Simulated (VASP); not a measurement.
La: relaxation of cell and atoms with PBE

The system is La.

```
CELL_PARAMETERS angstrom
0.00000 3.65000 3.65000
3.65000 0.00000 3.65000
3.65000 3.65000 0.00000
ATOMIC_POSITIONS crystal
La 0.00000 0.00000 0.00000
La 0.25000 0.25000 0.25000
```

This isn't the form of La at room conditions, which is double hcp.

| Property | Result |
| --- | --- |
| Program | VASP 6.6.1 |
| Task | relaxation of cell and atoms |
| Functional | PBE |
| Potentials or basis | VASP PAW PBE potentials, release 64 (La) |
| Cutoff | 500 eV |
| k mesh | 5 × 5 × 5 |
| Occupations | fermi-dirac, width 0.05 eV |
| Spin | no spin polarisation |
| Target pressure | 30 GPa |
| Dipole correction | no |
| Further INCAR settings | ALGO = Normal; EDIFF = 1e-07; IBRION = 2; EDIFFG = -0.03; NSW = 80; ISIF = 3 |

The relaxed volume is 27.57 Å³/atom, the relaxed cell is a = 4.272 Å, b = 4.272 Å, c = 4.272 Å, α = 60.00°, β = 60.00°, γ = 60.00° and the space group after relaxing (to 0.1 Å) is Fd-3m (No. 227). The energy change on relaxing (the run minimises the enthalpy) is +423.0 meV/atom, the ionic steps are 10 and the pressure after relaxing is 30.0 GPa. The band gap on the k mesh is zero (filled and empty bands touch).

Step by step:
```tsv
step	energy change (eV)	largest force (eV/Å)	pressure (GPa)	volume (Å³)
1	0.0000	0.0000	-4.33	97.25
2	165.8412	0.0000	3719.60	11.96
3	-0.4526	0.0000	-1.95	78.47
4	-0.4724	0.0000	1.10	72.72
5	2.6813	0.0000	59.65	48.36
6	0.4642	0.0000	23.30	57.45
7	0.7920	0.0000	29.04	55.44
8	0.9204	0.0000	31.24	54.76
9	0.6552	0.0000	26.67	56.22
10	0.8460	0.0000	29.97	55.15
```

Final structure:
```cif
data_structure
_symmetry_space_group_name_H-M 'P 1'
_symmetry_Int_Tables_number 1
_cell_length_a 4.2724
_cell_length_b 4.2724
_cell_length_c 4.2724
_cell_angle_alpha 60.000
_cell_angle_beta 60.000
_cell_angle_gamma 60.000
_cell_volume 55.15
loop_
_atom_site_label
_atom_site_type_symbol
_atom_site_fract_x
_atom_site_fract_y
_atom_site_fract_z
_atom_site_occupancy
La1 La 0.00000 0.00000 0.00000 1
La2 La 0.25000 0.25000 0.25000 1
```

Levels at points of the mesh, in eV from the Fermi level:
```tsv
k point	band 9	band 10	band 11	band 12	band 13	band 14
(0.00, 0.00, 0.00)	-2.31	-1.08	-1.08	1.07	1.07	1.07
```

Wall time 2.7 min on 1 thread of Intel(R) Xeon(R) 6975P-C (Granite Rapids), with other jobs on the host, peak memory 0.34 GiB.

Caveat: the cell is relaxed towards a set pressure, so the run minimises the enthalpy, not the energy; the volume moved by over 15 % at a fixed basis, so the end points are rough; spin-orbit coupling is left out, which moves the levels of the heavy elements.
